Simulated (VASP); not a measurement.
Be3N2:

```
CELL_PARAMETERS angstrom
2.81778 0.00000 0.00000
-1.40889 2.44027 0.00000
0.00000 0.00000 4.66702
ATOMIC_POSITIONS crystal
Be 0.00000 0.00000 0.00000
Be 0.66667 0.33333 0.64963
Be 0.33333 0.66667 0.35037
N 0.33333 0.66667 0.74706
N 0.66667 0.33333 0.25294
```

- Program: VASP 6.6.1
- Task: relaxation of cell and atoms
- Functional: LDA
- Potentials or basis: VASP PAW LDA potentials, release 64 (Be, N)
- Cutoff: 600 eV
- k mesh: 9 × 9 × 5
- Occupations: methfessel-paxton, width 0.02 eV
- Spin: no spin polarisation

At the start: pressure -9.6 GPa; volume 6.42 Å³/atom.

Task: Where does the relaxation end?

Result: Over 6 steps the energy falls by 8.3 meV/atom and the volume is 6.15 Å³/atom (-4.2 %); space group P-3m1 (No. 164, to 0.05 Å).

The path:
| step | energy change (eV) | largest force (eV/Å) | pressure (GPa) | volume (Å³) |
| --- | --- | --- | --- | --- |
| 1 | 0.0000 | 0.0976 | -9.55 | 32.09 |
| 2 | -0.0338 | 0.2446 | 3.75 | 30.35 |
| 3 | -0.0397 | 0.1457 | -0.18 | 30.81 |
| 4 | -0.0412 | 0.0413 | 0.05 | 30.73 |
| 5 | -0.0412 | 0.0257 | 0.02 | 30.74 |
| 6 | -0.0414 | 0.0070 | 0.00 | 30.74 |

Final structure:
```yaml
crystal:
  lattice:
    - [2.78074, 0.00000, 0.00000]
    - [-1.39037, 2.40820, 0.00000]
    - [0.00000, 0.00000, 4.59004]
  atoms:
    - { symbol: Be, position: [0.00000, 0.00000, 0.00000] }
    - { symbol: Be, position: [0.66667, 0.33333, 0.64886] }
    - { symbol: Be, position: [0.33333, 0.66667, 0.35114] }
    - { symbol: N, position: [0.33333, 0.66667, 0.74744] }
    - { symbol: N, position: [0.66667, 0.33333, 0.25256] }
```
